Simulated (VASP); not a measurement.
Input of a VASP 6.6.1 run:

File INCAR:

```
ALGO = Normal
EDIFF = 1E-6
ENCUT = 500
GGA = PE
GGA_COMPAT = F
ISIF = 2
ISMEAR = 0
LASPH = T
LCHARG = F
LREAL = F
LWAVE = F
NBANDS = 12
NELM = 120
PREC = Accurate
SIGMA = 0.1
```

The input KPOINTS:

```
k-points
0
Gamma
  14 14 8
```

POSCAR

```
Sb
1.0
    3.1097412011      0.0000000000      0.0193539343
    0.0000000000      3.1097980779      0.0000000000
   -0.0387185096      0.0000000000      6.2211921693
Sb
2
Direct
    0.5000127581      0.0000000000      0.2500000000
    0.4999872419      0.0000000000      0.7500000000
```

Potentials or basis: VASP PAW PBE potentials, release 64 (Sb).

Command:

```console
$ cat potpaw_PBE.64/Sb/POTCAR > POTCAR
$ mpirun -np 1 vasp_std > vasp.out
```

Problem. What does it give for the band gap on the k mesh?

Solution. Zero (band 5 reaches 11.10 eV, above the bottom of band 6 at 4.31 eV).

Problem. What does it give for the pressure?

Solution. -0.1 GPa.

Caveat: spin-orbit coupling is left out, which moves the levels of the heavy elements.
